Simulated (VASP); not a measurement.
# Be4Se3 (P-62m) in VASP: notebook

The runs below take Be4Se3 through single point, with PBE.

Everything below comes from runs of VASP 6.6.1. Logs are shortened: lines on timing, memory, paths and dates and some standing lists are left out, and cuts for length are marked.

**1. The cell of the first run**

The structure is hexagonal, space group P-62m (No. 189). Conventional cell: a = 6.234 Å, b = 6.234 Å, c = 4.648 Å, α = 90.00°, β = 90.00°, γ = 120.00°. Within 2.8 Å of Be (site symmetry 3m) lie 2 Be at 2.08 to 2.57 Å and 3 Se at 2.36 Å. Be (site symmetry -6) has 3 Se at 2.13 Å within 2.8 Å. Se (site symmetry m2m) has 4 Be at 2.13 to 2.36 Å within 2.8 Å.

The cell was built from a structure type or drawn by symmetry, and may not be a known phase.

**2. Single point, PBE**

INCAR

```
SYSTEM = Be4Se3
ALGO     = Normal         ! electronic algorithm
EDIFF    = 1E-6           ! SCF threshold, eV
ENCUT    = 520            ! plane-wave cutoff, eV
GGA      = PE             ! functional
ISIF     = 2              ! what is computed and relaxed
ISMEAR   = 0              ! smearing method
LASPH    = .TRUE.         ! aspherical terms in the spheres
LCHARG   = .FALSE.        ! write CHGCAR
LREAL    = .FALSE.        ! projectors in reciprocal space
LWAVE    = .FALSE.        ! write WAVECAR
NBANDS   = 22             ! bands
NELM     = 100            ! most SCF steps
PREC     = Accurate       ! precision mode
SIGMA    = 0.2            ! smearing width, eV
```

KPOINTS

```
k-points
0
G
  4 4 3
  0 0 0
```

POSCAR

```
Be4Se3
1.0
    6.2342500466      0.0000000000      0.0000000000
   -3.1171250233      5.3990189139      0.0000000000
    0.0000000000      0.0000000000      4.6484479727
Be Se
4 3
Direct
    0.0000000000      0.0000000000      0.7759600820
    0.0000000000      0.0000000000      0.2240399180
    0.3333333333      0.6666666667      0.5000000000
    0.6666666667      0.3333333333      0.5000000000
    0.3178715813      0.0000000000      0.5000000000
    0.0000000000      0.3178715813      0.5000000000
    0.6821284187      0.6821284187      0.5000000000
```

Potentials or basis: VASP PAW PBE potentials, release 64 (Be, Se).

Launch:

```bash
$ cat potpaw_PBE.64/Be/POTCAR potpaw_PBE.64/Se/POTCAR > POTCAR
$ mpirun -np 1 vasp_std > vasp.out
```

OUTCAR:

```text
SYSTEM = Be4Se3
   EDIFF = 1E-6
   ENCUT = 520
   GGA = PE
   ISIF = 2
   ISMEAR = 0
   LASPH = .TRUE.
   LREAL = .FALSE.
   NELM = 100
   PREC = Accurate

 ion  position               nearest neighbor table
   1  0.000  0.000  0.776-   2 2.08   5 2.36   6 2.36   7 2.36
   2  0.000  0.000  0.224-   1 2.08   5 2.36   6 2.36   7 2.36
   3  0.333  0.667  0.500-   5 2.13   6 2.13   7 2.13
   4  0.667  0.333  0.500-   6 2.13   5 2.13   7 2.13
   5  0.318  0.000  0.500-   3 2.13   4 2.13   1 2.36   2 2.36
   6  0.000  0.318  0.500-   4 2.13   3 2.13   1 2.36   2 2.36
   7  0.682  0.682  0.500-   3 2.13   4 2.13   1 2.36   2 2.36

  LATTYP: Found a hexagonal cell.
 ALAT       =     6.2342500466
 C/A-ratio  =     0.7456306593

  Lattice vectors:

 A1 = (   6.2342500466,   0.0000000000,   0.0000000000)
 A2 = (  -3.1171250233,   5.3990189139,   0.0000000000)
 A3 = (   0.0000000000,   0.0000000000,   4.6484479727)

Analysis of symmetry for initial positions (statically):
=====================================================================
 Subroutine PRICEL returns:
 Original cell was already a primitive cell.

 Routine SETGRP: Setting up the symmetry group for a
 hexagonal supercell.

 Subroutine GETGRP returns: Found 12 space group operations
 (whereof 12 operations were pure point group operations)
 out of a pool of 24 trial point group operations.

The static configuration has the point symmetry D_3h.

Analysis of symmetry for dynamics (positions and initial velocities):
=====================================================================
 Subroutine PRICEL returns:
 Original cell was already a primitive cell.

 Routine SETGRP: Setting up the symmetry group for a
 hexagonal supercell.

 Subroutine GETGRP returns: Found 12 space group operations
 (whereof 12 operations were pure point group operations)
 out of a pool of 24 trial point group operations.

The dynamic configuration has the point symmetry D_3h.

 Subroutine INISYM returns: Found 12 space group operations
 (whereof 12 operations are pure point group operations),
 and found     1 'primitive' translations

----------------------------------------------------------------------------------------

                                     Primitive cell

  volume of cell :     156.4613

  direct lattice vectors                    reciprocal lattice vectors
     6.234250047  0.000000000  0.000000000     0.160404217  0.092609418  0.000000000
    -3.117125023  5.399018914  0.000000000     0.000000000  0.185218836  0.000000000
     0.000000000  0.000000000  4.648447973     0.000000000  0.000000000  0.215125566

  length of vectors
     6.234250047  6.234250047  4.648447973     0.185218836  0.185218836  0.215125566

  position of ions in fractional coordinates (direct lattice)
     0.000000000  0.000000000  0.775960082
     0.000000000  0.000000000  0.224039918
     0.333333333  0.666666667  0.500000000
     0.666666667  0.333333333  0.500000000
     0.317871581  0.000000000  0.500000000
     1.000000000  0.317871581  0.500000000
     0.682128419  0.682128419  0.500000000

  ion indices of the primitive-cell ions
   primitive index   ion index
                 1           1
                 2           2
                 3           3
                 4           4
                 5           5
                 6           6
                 7           7

----------------------------------------------------------------------------------------

 KPOINTS: k-points

Automatic generation of k-mesh.
 Grid dimensions read from file:
 generate k-points for:    4    4    3

 Generating k-lattice:

  Cartesian coordinates                     Fractional coordinates (reciprocal lattice)
     0.040101054  0.023152355  0.000000000     0.250000000 -0.000000000  0.000000000
     0.000000000  0.046304709  0.000000000     0.000000000  0.250000000  0.000000000
     0.000000000  0.000000000  0.071708522     0.000000000  0.000000000  0.333333333

  Length of vectors
     0.046304709  0.046304709  0.071708522

  Shift w.r.t. Gamma in fractional coordinates (k-lattice)
     0.000000000  0.000000000  0.000000000

 Subroutine IBZKPT returns following result:
 ===========================================

 Found      8 irreducible k-points:

 Following reciprocal coordinates:
            Coordinates               Weight
  0.000000  0.000000  0.000000      1.000000
  0.250000 -0.000000  0.000000      6.000000
  0.500000 -0.000000  0.000000      3.000000
  0.250000  0.250000  0.000000      6.000000
  0.000000  0.000000  0.333333      2.000000
  0.250000 -0.000000  0.333333     12.000000
  0.500000 -0.000000  0.333333      6.000000
  0.250000  0.250000  0.333333     12.000000
   k-points           NKPTS =      8   k-points in BZ     NKDIM =      8   number of bands    NBANDS=     22
   number of dos      NEDOS =    301   number of ions     NIONS =      7
   total plane-waves  NPLWV =  82944
   dimension x,y,z NGX =    48 NGY =   48 NGZ =   36
   dimension x,y,z NGXF=    96 NGYF=   96 NGZF=   72
   ions per type =               4   3
   NGX,Y,Z   is equivalent  to a cutoff of  12.80, 12.80, 12.87 a.u.
   NGXF,Y,Z  is equivalent  to a cutoff of  25.60, 25.60, 25.75 a.u.
 SYSTEM =  Be4Se3
   PREC   = accura    normal or accurate (medium, high low for compatibility)
   ISTART =      0    job   : 0-new  1-cont  2-samecut
   ICHARG =      2    charge: 1-file 2-atom 10-const
   ISPIN  =      1    spin polarized calculation?
   LNONCOLLINEAR =      F non collinear calculations
   LSORBIT =      F    spin-orbit coupling
   LASPH  =      T    aspherical Exc in radial PAW
   ENCUT  =  520.0 eV  38.22 Ry    6.18 a.u.  11.59 11.59  8.64*2*pi/ulx,y,z
   NELM   =    100;   NELMIN=  2; NELMDL= -5     # of ELM steps
   EDIFF  = 0.1E-05   stopping-criterion for ELM
   LREAL  =      F    real-space projection
[... 7 lines left out ...]
   TEBEG  =    0.0;   TEEND  =   0.0 temperature during run
   PSTRESS=    0.0 pullay stress
   NELECT =      26.0000    total number of electrons
   NUPDOWN=      -1.0000    fix difference up-down
   EMIN   =  10.00;   EMAX   =-10.00  energy-range for DOS
   EFERMI =   0.00;   METHOD = LEGACY
   ISMEAR =     0;   SIGMA  =   0.20  broadening in eV -4-tet -1-fermi 0-gaus
   EFERMI_NEDOS =   21; number of points for ismear=-14 and -15
   IALGO  =     38    algorithm
   IMIX   =      4    mixing-type and parameters
     AMIX     =   0.40;   BMIX     =  1.00
     AMIX_MAG =   1.60;   BMIX_MAG =  1.00
  volume/ion in A,a.u.               =      22.35       150.84
  Fermi-wavevector in a.u.,A,eV,Ry     =   0.900044  1.700836 11.021790  0.810079
  Thomas-Fermi vector in A             =   2.022953
   LORBIT       =      0    0 simple, 1 ext, 2 COOP (PROOUT), +10 PAW based schemes
   GGA     = PE    functional components
   LHFCALC =     F    Hartree Fock is set to
   AEXX    =    0.0000 exact exchange contribution
   IVDW    =     0    specifies the selected vdW correction
   LEPSILON=     F    determine dielectric tensor
   LRPA    =     F    only Hartree local field effects (RPA)
 non-spin polarized calculation
 Gauss-broadening in eV      SIGMA  =   0.20
  energy-cutoff  :      520.00
  volume of cell :      156.46
 maximum number of plane-waves:      4259
 NGX is ok and might be reduce to    48
   NGX = 23   NGY = 23   NGZ = 17

 number of electron      26.0000003 magnetization

 Free energy of the ion-electron system (eV)
  ---------------------------------------------------
  ext. energy  EPLUGINS =         0.00000000
  ---------------------------------------------------
  free energy    TOTEN  =       -27.29146595 eV

  energy without entropy =      -27.29146498  energy(sigma->0) =      -27.29146547

 E-fermi :   3.0192     XC(G=0):  -7.7998

 val. band max:        2.3564588641   @ k =   0.2500   0.2500   0.3333
 cond. band min:       3.6833922454   @ k =   0.2500  -0.0000   0.3333
 fundamental gap:      1.3269333813
 Fermi energy:         3.0191935901

 k-point     1 :       0.0000    0.0000    0.0000
  band No.  band energies     occupation
      1     -12.4806      2.00000
      2     -11.1972      2.00000
      3     -11.1972      2.00000
      4      -4.5217      2.00000
      5      -3.5213      2.00000
      6      -3.5213      2.00000
[... 14 lines left out ...]
     21       7.3312      0.00000
     22       7.4471      0.00000

 k-point     2 :       0.2500   -0.0000    0.0000
  band No.  band energies     occupation
      1     -12.3206      2.00000
      2     -11.3750      2.00000
      3     -11.2796      2.00000
      4      -4.6486      2.00000
      5      -3.8782      2.00000
      6      -2.7685      2.00000
[... 14 lines left out ...]
     21       7.5522      0.00000
     22       7.6630      0.00000

 k-point     3 :       0.5000   -0.0000    0.0000
  band No.  band energies     occupation
      1     -12.0150      2.00000
      2     -11.7129      2.00000
      3     -11.3490      2.00000
      4      -4.7304      2.00000
      5      -3.1979      2.00000
      6      -2.8249      2.00000
[... 14 lines left out ...]
     21       7.2386      0.00000
     22       7.2947      0.00000

 k-point     4 :       0.2500    0.2500    0.0000
  band No.  band energies     occupation
      1     -12.0547      2.00000
      2     -11.5614      2.00000
      3     -11.4660      2.00000
      4      -4.4088      2.00000
      5      -3.8274      2.00000
      6      -2.7387      2.00000
[... 14 lines left out ...]
     21       7.2275      0.00000
     22       8.3879      0.00000

 k-point     5 :       0.0000    0.0000    0.3333
  band No.  band energies     occupation
      1     -12.4335      2.00000
      2     -11.1634      2.00000
      3     -11.1634      2.00000
      4      -4.4430      2.00000
      5      -3.4300      2.00000
      6      -3.4300      2.00000
[... 14 lines left out ...]
     21       9.0283      0.00000
     22       9.2260      0.00000

 k-point     6 :       0.2500   -0.0000    0.3333
  band No.  band energies     occupation
      1     -12.2748      2.00000
      2     -11.3387      2.00000
      3     -11.2447      2.00000
      4      -4.5673      2.00000
      5      -3.7879      2.00000
      6      -2.7035      2.00000
[... 14 lines left out ...]
     21       7.7095      0.00000
     22       7.9021      0.00000

 k-point     7 :       0.5000   -0.0000    0.3333
  band No.  band energies     occupation
      1     -11.9725      2.00000
      2     -11.6719      2.00000
      3     -11.3133      2.00000
      4      -4.6451      2.00000
      5      -3.1127      2.00000
      6      -2.7582      2.00000
[... 14 lines left out ...]
     21       7.2030      0.00000
     22       7.6104      0.00000

 k-point     8 :       0.2500    0.2500    0.3333
  band No.  band energies     occupation
      1     -12.0115      2.00000
      2     -11.5227      2.00000
      3     -11.4285      2.00000
      4      -4.3302      2.00000
      5      -3.7357      2.00000
      6      -2.6711      2.00000
[... 14 lines left out ...]
     21       7.4603      0.00000
     22       8.6345      0.00000

------------------------ aborting loop because EDIFF is reached ----------------------------------------

  FORCE on cell =-STRESS in cart. coord.  units (eV):
  Direction    XX          YY          ZZ          XY          YZ          ZX
  --------------------------------------------------------------------------------------
  -------------------------------------------------------------------------------------
  Total        0.2170634      0.2170634     -0.0311354      0.0000000      0.0000000      0.0000000
  in kB        2.2227476      2.2227476     -0.3188294      0.0000000      0.0000000      0.0000000
  external PRESSURE =       1.3755552 kB  Pullay stress =       0.0000000 kB

 VOLUME and BASIS-vectors are now :
 -----------------------------------------------------------------------------
  energy-cutoff  :      520.00
  volume of cell :      156.46
      direct lattice vectors                 reciprocal lattice vectors
     6.234250047  0.000000000  0.000000000     0.160404217  0.092609418  0.000000000
    -3.117125023  5.399018914  0.000000000     0.000000000  0.185218836  0.000000000
     0.000000000  0.000000000  4.648447973     0.000000000  0.000000000  0.215125566

 POSITION                                       TOTAL-FORCE (eV/Angst)
 -----------------------------------------------------------------------------------
      0.00000      0.00000      3.60701         0.000000     -0.000000      0.008175
      0.00000      0.00000      1.04144         0.000000      0.000000     -0.008175
     -0.00000      3.59935      2.32422         0.000000     -0.000000      0.000000
      3.11713      1.79967      2.32422         0.000000     -0.000000      0.000000
      1.98169      0.00000      2.32422        -0.014109      0.000000      0.000000
     -0.99085      1.71619      2.32422         0.007055     -0.012219      0.000000
      2.12628      3.68282      2.32422         0.007055      0.012219      0.000000
 -----------------------------------------------------------------------------------
    total drift:                                0.000002      0.000004     -0.000000

  FREE ENERGIE OF THE ION-ELECTRON SYSTEM (eV)
  ---------------------------------------------------
  free  energy   TOTEN  =       -27.2914659497 eV

  energy  without entropy=      -27.2914649826  energy(sigma->0) =      -27.29146547
```

Wall time 45 s (1 thread of Intel Xeon 8259CL, shared host); peak memory 0.27 GiB.

Results:

```yaml
Free_energy: -27.2915 eV
Pressure: 0.1 GPa
Largest_force: 0.014 eV/Å
Band_gap_on_the_k_mesh: 1.33 eV (least direct gap 1.44 eV)
```

Forces on the atoms (eV/Å):
```
Be   0.000  0.000  0.008
Be   0.000  0.000 -0.008
Be   0.000  0.000  0.000
Be   0.000  0.000  0.000
Se  -0.014  0.000  0.000
Se   0.007 -0.012  0.000
Se   0.007  0.012  0.000
```

Caveat: the k points lie up to 0.45 Å⁻¹ apart; an odd mesh through Γ misses points on the zone boundary, where band edges can lie.

**3. Single point, PBE**

INCAR

```
PREC = Accurate
ENCUT = 520
EDIFF = 1E-6
ISMEAR = 0
SIGMA = 0.1
LREAL = False
LASPH = True
NELM = 60
ALGO = Normal
ISIF = 2
LWAVE = False
LCHARG = False
GGA = PE
NBANDS = 22
```

KPOINTS

```
regular mesh
0
Gamma
  4 3 3
```

POSCAR

```
Be4Se3
1.0
    0.0000000000      0.0000000000      4.6500053806
    6.2311095221      0.0000000000      0.0000000000
   -3.1155547610      5.3962991399      0.0000000000
Be Se
4 3
Direct
    0.7761940412      0.0000000000      0.0000000000
    0.2238059588      0.0000000000      0.0000000000
    0.5000000000      0.3333333333      0.6666666667
    0.5000000000      0.6666666667      0.3333333333
    0.5000000000      0.3171432001      1.0000000000
    0.5000000000      0.0000000000      0.3171432001
    0.5000000000      0.6828567999      0.6828567999
```

Potentials or basis: VASP PAW PBE potentials, release 64 (Be, Se).

Launch:

```bash
$ cat potpaw_PBE.64/Be/POTCAR potpaw_PBE.64/Se/POTCAR > POTCAR
$ mpirun -np 1 vasp_std > vasp.out
```

Wall time 64 s (1 thread of Intel Xeon 8259CL, shared host); peak memory 0.26 GiB.

Results (log left out):

- Free energy: -27.2987 eV
- Pressure: 0.1 GPa
- Largest force: 0.017 eV/Å
- Band gap on the k mesh: 0.77 eV (least direct gap 1.18 eV)

Forces in eV/Å, atoms in the order of the input:
```
Be   0.000  0.000  0.017
Be   0.000  0.000 -0.017
Be   0.000  0.000  0.000
Be   0.000  0.000  0.000
Se  -0.004  0.000  0.000
Se   0.002 -0.004  0.000
Se   0.002  0.004  0.000
```

Levels at points of the mesh, in eV from the valence-band top:
```tsv
k point	band 11	band 12	band 13	band 14	band 15	band 16
(0.00, 0.00, 0.00)	-2.70	-2.70	-1.80	1.94	2.14	2.19
(0.50, 0.00, 0.00)	-2.62	-2.62	-0.91	1.06	2.16	2.16
```

Caveat: an odd mesh through Γ misses points on the zone boundary, where band edges can lie.
